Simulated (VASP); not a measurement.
# Tl: single point with PBEsol

Crystal: Tl.

```
CELL_PARAMETERS angstrom
3.47889 0.00000 0.00000
-1.73944 3.01281 0.00000
0.00000 0.00000 5.56159
ATOMIC_POSITIONS crystal
Tl 0.66667 0.33333 0.75000
Tl 0.33333 0.66667 0.25000
```

```
Program                : VASP 6.6.1
Task                   : single point
Functional             : PBEsol
Potentials or basis    : VASP PAW PBE potentials, release 64 (Tl_d)
Cutoff                 : 520 eV
k mesh                 : 9 × 9 × 5
Occupations            : fermi-dirac, width 0.05 eV
Spin                   : no spin polarisation
Dipole correction      : no
Further INCAR settings : ALGO = Fast; EDIFF = 1e-06; NBANDS = 20
```

```yaml
Pressure: -0.5 GPa
Band_gap_on_the_k_mesh: zero (bands 13 and 14 overlap by 3.59 eV)
```

Stress tensor (GPa, compression positive):
```
-0.91  0.00  0.00
 0.00 -0.91  0.00
 0.00  0.00  0.22
```

Levels at points of the mesh, in eV from the Fermi level:
```
           k point  band 11  band 12  band 13  band 14  band 15  band 16
(0.00, 0.00, 0.00)    -9.89    -5.08    -2.75     7.88     7.88     9.93
```

Wall time 26 s on 1 thread of Intel(R) Xeon(R) Platinum 8259CL CPU @ 2.50GHz (Skylake/Cascade Lake), on a shared host, peak memory 0.19 GiB.

Caveat: the PAW data sets were made with another functional, which shifts forces and pressure a little; spin-orbit coupling is left out, which moves the levels of the heavy elements.
